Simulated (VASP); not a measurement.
A run of VASP 6.6.1 is set up as follows.

Contents of POSCAR:

```
Bi
1.0
    3.6152929611      0.0000000000      0.0000000000
   -1.8076464806      3.1309355464      0.0000000000
    0.0000000000      0.0000000000      5.9481759890
Bi
2
Direct
    0.3333333333      0.6666666667      0.2500000000
    0.6666666667      0.3333333333      0.7500000000
```

INCAR.step1

```
ALGO = Normal
EDIFF = 1E-4
ENCUT = 520
GGA = PE
ISMEAR = -1
LASPH = True
LCHARG = False
LREAL = False
LWAVE = True
NBANDS = 22
NELM = 80
PREC = Accurate
SIGMA = 0.1
```

File INCAR.step2:

```
ALGO = Normal
EDIFF = 1E-7
ENCUT = 520
ISIF = 2
ISMEAR = -1
ISTART = 1
LASPH = True
LCHARG = True
LELF = True
LMIXTAU = True
LREAL = False
LVHAR = True
LWAVE = False
METAGGA = R2SCAN
NBANDS = 22
NELM = 80
PREC = Accurate
SIGMA = 0.1
```

File KPOINTS:

```
k-points
0
Gamma
  12 12 6
```

Potentials or basis: VASP PAW PBE potentials, release 64 (Bi_d).

The run is started by

```sh
$ cat potpaw_PBE.64/Bi_d/POTCAR > POTCAR
$ cp INCAR.step1 INCAR
$ mpirun -np 1 vasp_std > vasp.out
$ cp INCAR.step2 INCAR
$ mpirun -np 1 vasp_std > vasp.out
```

Estimate the pressure.

-3.7 GPa.

Estimate the band gap on the k mesh.

zero (band 15 reaches 10.86 eV, above the bottom of band 16 at 4.30 eV).

Stress tensor (GPa, compression positive):
```
-4.09  0.00  0.00
 0.00 -4.09  0.00
 0.00  0.00 -3.05
```

Caveat: the PAW data sets were made with another functional, which shifts forces and pressure a little; spin-orbit coupling is left out, which moves the levels of the heavy elements.
